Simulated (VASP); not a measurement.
# SiF (R-3m) in VASP: relaxation of cell and atoms with PBE

Aim: the relaxation of cell and atoms of SiF with PBE.

Program: VASP 6.6.1. These are calculated values, not measurements. Logs are shortened: lines on timing, memory, paths and dates and some standing lists are left out, and cuts for length are marked.

## (1) The cell of the first run

It takes space group R-3m (No. 166, trigonal). Conventional cell: a = 3.133 Å, b = 3.133 Å, c = 7.742 Å, α = 90.00°, β = 90.00°, γ = 120.00°. Si (site symmetry -3m) has 6 F at 2.22 Å within 2.9 Å. F (site symmetry -3m) has 6 Si at 2.22 Å within 2.9 Å.

## (2) Relaxation of cell and atoms, PBE

Contents of INCAR:

```
PREC     = Accurate       # precision mode
ENCUT    = 600            # plane-wave cutoff, eV
EDIFF    = 1E-6           # SCF threshold, eV
ISMEAR   = 0              # smearing method
SIGMA    = 0.1            # smearing width, eV
LREAL    = False          # projectors in reciprocal space
LASPH    = True           # aspherical terms in the spheres
NELM     = 60             # most SCF steps
ALGO     = Normal         # electronic algorithm
ISIF     = 3              # what is computed and relaxed
LWAVE    = False          # write WAVECAR
LCHARG   = False          # write CHGCAR
GGA      = PE             # functional
IBRION   = 2              # ionic algorithm
NSW      = 90             # ionic steps
EDIFFG   = -0.04          # ionic threshold
```

Contents of KPOINTS:

```
Automatic mesh
0
Gamma
  6 6 6
```

Contents of POSCAR:

```
SiF
1.0
    1.5663429000      0.9043284900      2.5806903100
   -1.5663429000      0.9043284900      2.5806903100
    0.0000000000     -1.8086569800      2.5806903100
Si F
1 1
Direct
    0.5000000000      0.5000000000      0.5000000000
    0.0000000000      0.0000000000      0.0000000000
```

Potentials or basis: VASP PAW PBE potentials, release 64 (Si, F).

Started as:

```
$ cat potpaw_PBE.64/Si/POTCAR potpaw_PBE.64/F/POTCAR > POTCAR
$ mpirun -np 1 vasp_std > vasp.out
```

OUTCAR:

```text
PREC = Accurate
   ENCUT = 600
   EDIFF = 1E-6
   ISMEAR = 0
   LREAL = False
   LASPH = True
   NELM = 60
   ISIF = 3
   GGA = PE
   IBRION = 2
   NSW = 90
   EDIFFG = -0.04

 ion  position               nearest neighbor table
   1  0.500  0.500  0.500-   2 2.22   2 2.22   2 2.22   2 2.22   2 2.22   2 2.22
   2  0.000  0.000  0.000-   1 2.22   1 2.22   1 2.22   1 2.22   1 2.22   1 2.22

  LATTYP: Found a trigonal (rhomboedric) cell.
 ALAT       =     3.1513810583
 COS(alpha) =     0.5059148050

  Lattice vectors:

 A1 = (   1.5663429000,   0.9043284900,   2.5806903100)
 A2 = (  -1.5663429000,   0.9043284900,   2.5806903100)
 A3 = (   0.0000000000,  -1.8086569800,   2.5806903100)

Analysis of symmetry for initial positions (statically):
=====================================================================
 Subroutine PRICEL returns:
 Original cell was already a primitive cell.

 Routine SETGRP: Setting up the symmetry group for a
 trigonal (rhombohedral) supercell.

 Subroutine GETGRP returns: Found 12 space group operations
 (whereof 12 operations were pure point group operations)
 out of a pool of 12 trial point group operations.

The static configuration has the point symmetry D_3d.

Analysis of symmetry for dynamics (positions and initial velocities):
=====================================================================
 Subroutine PRICEL returns:
 Original cell was already a primitive cell.

 Routine SETGRP: Setting up the symmetry group for a
 trigonal (rhombohedral) supercell.

 Subroutine GETGRP returns: Found 12 space group operations
 (whereof 12 operations were pure point group operations)
 out of a pool of 12 trial point group operations.

The dynamic configuration has the point symmetry D_3d.

 Subroutine INISYM returns: Found 12 space group operations
 (whereof 12 operations are pure point group operations),
 and found     1 'primitive' translations

----------------------------------------------------------------------------------------

                                     Primitive cell

  volume of cell :      21.9331

  direct lattice vectors                    reciprocal lattice vectors
     1.566342900  0.904328490  2.580690310     0.319214905  0.184298812  0.129164407
    -1.566342900  0.904328490  2.580690310    -0.319214905  0.184298812  0.129164407
     0.000000000 -1.808656980  2.580690310     0.000000000 -0.368597625  0.129164407

  length of vectors
     3.151381058  3.151381058  3.151381054     0.390573491  0.390573491  0.390573492

  position of ions in fractional coordinates (direct lattice)
     0.500000000  0.500000000  0.500000000
     0.000000000  0.000000000  0.000000000

  ion indices of the primitive-cell ions
   primitive index   ion index
                 1           1
                 2           2

----------------------------------------------------------------------------------------

 KPOINTS: Automatic mesh

Automatic generation of k-mesh.
 Grid dimensions read from file:
 generate k-points for:    6    6    6

 Generating k-lattice:

  Cartesian coordinates                     Fractional coordinates (reciprocal lattice)
     0.053202484  0.030716469  0.021527401     0.166666667  0.000000000 -0.000000000
    -0.053202484  0.030716469  0.021527401     0.000000000  0.166666667 -0.000000000
     0.000000000 -0.061432937  0.021527401    -0.000000000 -0.000000000  0.166666667

  Length of vectors
     0.065095582  0.065095582  0.065095582

  Shift w.r.t. Gamma in fractional coordinates (k-lattice)
     0.000000000  0.000000000  0.000000000

 Subroutine IBZKPT returns following result:
 ===========================================

 Found     32 irreducible k-points:

 Following reciprocal coordinates:
            Coordinates               Weight
  0.000000  0.000000  0.000000      1.000000
  0.166667 -0.000000  0.000000      6.000000
  0.333333  0.000000 -0.000000      6.000000
  0.500000 -0.000000  0.000000      3.000000
  0.166667  0.166667  0.000000      6.000000
  0.333333  0.166667  0.000000     12.000000
[... 16 lines left out ...]
  0.500000  0.500000  0.166667      6.000000
 -0.333333  0.500000  0.166667     12.000000
 [... further k-points ...]
   k-points           NKPTS =     32   k-points in BZ     NKDIM =     32   number of bands    NBANDS=      9
   number of dos      NEDOS =    301   number of ions     NIONS =      2
   total plane-waves  NPLWV =  21952
   dimension x,y,z NGX =    28 NGY =   28 NGZ =   28
   dimension x,y,z NGXF=    56 NGYF=   56 NGZF=   56
   ions per type =               1   1
   NGX,Y,Z   is equivalent  to a cutoff of  14.77, 14.77, 14.77 a.u.
   NGXF,Y,Z  is equivalent  to a cutoff of  29.54, 29.54, 29.54 a.u.
 SYSTEM =  unknown system
   PREC   = accura    normal or accurate (medium, high low for compatibility)
   ISTART =      0    job   : 0-new  1-cont  2-samecut
   ICHARG =      2    charge: 1-file 2-atom 10-const
   ISPIN  =      1    spin polarized calculation?
   LNONCOLLINEAR =      F non collinear calculations
   LSORBIT =      F    spin-orbit coupling
   LASPH  =      T    aspherical Exc in radial PAW
   ENCUT  =  600.0 eV  44.10 Ry    6.64 a.u.   6.29  6.29  6.29*2*pi/ulx,y,z
   NELM   =     60;   NELMIN=  2; NELMDL= -5     # of ELM steps
   EDIFF  = 0.1E-05   stopping-criterion for ELM
   LREAL  =      F    real-space projection
   EDIFFG = -.4E-01   stopping-criterion for IOM
   NSW    =     90    number of steps for IOM
   IBRION =      2    ionic relax: 0-MD 1-quasi-New 2-CG
   NFREE  =      1    steps in history (QN), initial steepest desc. (CG)
   ISIF   =      3    stress and relaxation
   ISYM   =      2    0-nonsym 1-usesym 2-fastsym
   POTIM  = 0.5000    time-step for ionic-motion
   TEBEG  =    0.0;   TEEND  =   0.0 temperature during run
   PSTRESS=    0.0 pullay stress
   NELECT =      11.0000    total number of electrons
   NUPDOWN=      -1.0000    fix difference up-down
   EMIN   =  10.00;   EMAX   =-10.00  energy-range for DOS
   EFERMI =   0.00;   METHOD = LEGACY
   ISMEAR =     0;   SIGMA  =   0.10  broadening in eV -4-tet -1-fermi 0-gaus
   EFERMI_NEDOS =   21; number of points for ismear=-14 and -15
   IALGO  =     38    algorithm
   IMIX   =      4    mixing-type and parameters
     AMIX     =   0.40;   BMIX     =  1.00
     AMIX_MAG =   1.60;   BMIX_MAG =  1.00
  volume/ion in A,a.u.               =      10.97        74.01
  Fermi-wavevector in a.u.,A,eV,Ry     =   1.300686  2.457939 23.018105  1.691783
  Thomas-Fermi vector in A             =   2.431868
   LORBIT       =      0    0 simple, 1 ext, 2 COOP (PROOUT), +10 PAW based schemes
   GGA     = PE    functional components
   LHFCALC =     F    Hartree Fock is set to
   AEXX    =    0.0000 exact exchange contribution
   IVDW    =     0    specifies the selected vdW correction
   LEPSILON=     F    determine dielectric tensor
   LRPA    =     F    only Hartree local field effects (RPA)
 conjugate gradient relaxation of ions
 non-spin polarized calculation
 Gauss-broadening in eV      SIGMA  =   0.10
  energy-cutoff  :      600.00
  volume of cell :       21.93
 maximum number of plane-waves:       749
 NGX is ok and might be reduce to    28
   NGX = 13   NGY = 13   NGZ = 13

--------------------------------------- Ionic step        1  -------------------------------------------

 number of electron      10.9999998 magnetization

 Free energy of the ion-electron system (eV)
  ---------------------------------------------------
  ext. energy  EPLUGINS =         0.00000000
  ---------------------------------------------------
  free energy    TOTEN  =        -6.52554420 eV

  energy without entropy =       -6.52167947  energy(sigma->0) =       -6.52361183

------------------------ aborting loop because EDIFF is reached ----------------------------------------

  FORCE on cell =-STRESS in cart. coord.  units (eV):
  Direction    XX          YY          ZZ          XY          YZ          ZX
  --------------------------------------------------------------------------------------
  -------------------------------------------------------------------------------------
  Total        7.3035646      7.3035645      7.7287376      0.0000000      0.0000000     -0.0000000
  in kB      533.5133115    533.5133057    564.5714977      0.0000000      0.0000000     -0.0000000
  external PRESSURE =     543.8660383 kB  Pullay stress =       0.0000000 kB
[... 675 lines left out ...]
 k-point    24 :      -0.3333    0.5000    0.1667
  band No.  band energies     occupation
      1     -18.4580      2.00000
      2      -2.2524      2.00000
      3      -1.4773      2.00000
      4      -0.4987      2.00000
      5       1.2894      2.00000
      6       4.8550      1.83318
      7       6.8801      0.00000
      8       8.3032      0.00000
      9      13.3987      0.00000

 [... further k-points ...]

[... ionic steps 4 to 21 ...]

--------------------------------------- Ionic step       22  -------------------------------------------

 number of electron      10.9999993 magnetization

------------------------ aborting loop because EDIFF is reached ----------------------------------------

  FORCE on cell =-STRESS in cart. coord.  units (eV):
  Direction    XX          YY          ZZ          XY          YZ          ZX
  --------------------------------------------------------------------------------------
  -------------------------------------------------------------------------------------
  Total        0.0474656      0.0474656      0.7764863      0.0000000      0.0000000      0.0000000
  in kB        3.3193995      3.3193995     54.3017603      0.0000000      0.0000000      0.0000000
  external PRESSURE =      20.3135197 kB  Pullay stress =       0.0000000 kB
[... 57 lines left out ...]
  energy  without entropy=       -8.5407345871  energy(sigma->0) =       -8.54150602

--------------------------------------- Ionic step       24  -------------------------------------------

 number of electron      10.9999991 magnetization

 Free energy of the ion-electron system (eV)
  ---------------------------------------------------
  ext. energy  EPLUGINS =         0.00000000
  ---------------------------------------------------
  free energy    TOTEN  =        -8.54480429 eV

  energy without entropy =       -8.54321535  energy(sigma->0) =       -8.54400982

 E-fermi :   7.0004     XC(G=0): -11.0453

 val. band max:        6.8800526579   @ k =   0.5000   0.1667   0.0000
 cond. band min:       7.1748097513   @ k =  -0.1667   0.5000   0.1667
 fundamental gap:      0.2947570934
 Fermi energy:         7.0004372336

 k-point     1 :       0.0000    0.0000    0.0000
  band No.  band energies     occupation
      1     -17.2998      2.00000
      2      -3.0980      2.00000
      3      -0.3296      2.00000
      4       3.2711      2.00000
      5       3.2711      2.00000
      6      11.3176      0.00000
      7      14.9401      0.00000
      8      18.6115      0.00000
      9      18.6115      0.00000
[... 305 lines left out ...]
  FREE ENERGIE OF THE ION-ELECTRON SYSTEM (eV)
  ---------------------------------------------------
  free  energy   TOTEN  =        -8.5448042854 eV

  energy  without entropy=       -8.5432153478  energy(sigma->0) =       -8.54400982

 reached required accuracy - stopping structural energy minimisation
```

Run time: 2.1 min. Hardware: 1 thread of AMD EPYC 7R13 (Zen 3), shared host; peak memory 0.13 GiB.

What came out:

| Property | Result |
| --- | --- |
| Free energy | -8.5448 eV |
| Relaxed volume | 11.51 Å³/atom |
| Relaxed cell | a = 4.020 Å, b = 4.020 Å, c = 4.020 Å, α = 38.89°, β = 38.89°, γ = 38.89° |
| Space group after relaxing (to 0.05 Å) | R-3m (No. 166) |
| Energy gained by relaxing | 1009.6 meV/atom |
| Ionic steps | 24 |
| Pressure after relaxing | 0.3 GPa |

Step by step:
```csv
step,energy change (eV),largest force (eV/Å),pressure (GPa),volume (Å³)
1,0.0000,0.0000,54.39,21.93
2,-1.0600,0.0000,-8.69,36.00
3,-1.1944,0.0000,0.88,31.06
4,-1.1953,0.0000,-0.14,31.45
5,-1.1976,0.0000,-0.13,31.45
6,-1.2084,0.0000,-0.28,31.43
7,-1.2412,0.0000,-0.79,31.37
8,-1.3591,0.0000,-2.85,31.11
9,-1.6021,0.0000,-11.38,30.08
10,-0.6828,0.0000,-34.12,26.41
11,-1.6239,0.0000,-12.78,29.93
12,-1.6420,0.0000,-14.29,29.75
13,-1.6367,0.0000,-13.79,29.81
14,-1.6567,0.0000,-13.21,29.57
15,-1.7108,0.0000,-11.37,28.87
16,-1.7914,0.0000,-7.20,27.50
17,-1.8293,0.0000,3.59,24.89
18,-1.8366,0.0000,-0.06,25.65
19,-1.8765,0.0000,0.10,25.25
20,-1.9742,0.0000,0.82,24.05
21,-1.9794,0.0000,4.30,21.66
22,-2.0160,0.0000,2.03,22.91
23,-2.0167,0.0000,2.27,22.73
24,-2.0193,0.0000,0.26,23.01
```

Final structure:
```
Si F
1.0
     1.33802    0.77250    3.71098
    -1.33802    0.77250    3.71098
     0.00000   -1.54501    3.71098
Si F
1 1
Cartesian
  0.0000 0.0000 5.5665
  0.0000 0.0000 0.0000
```

Caveat: the k points lie up to 0.46 Å⁻¹ apart in the final cell; an odd number of electrons without spin polarisation forces a metal; a magnetic or distorted state may lie lower.
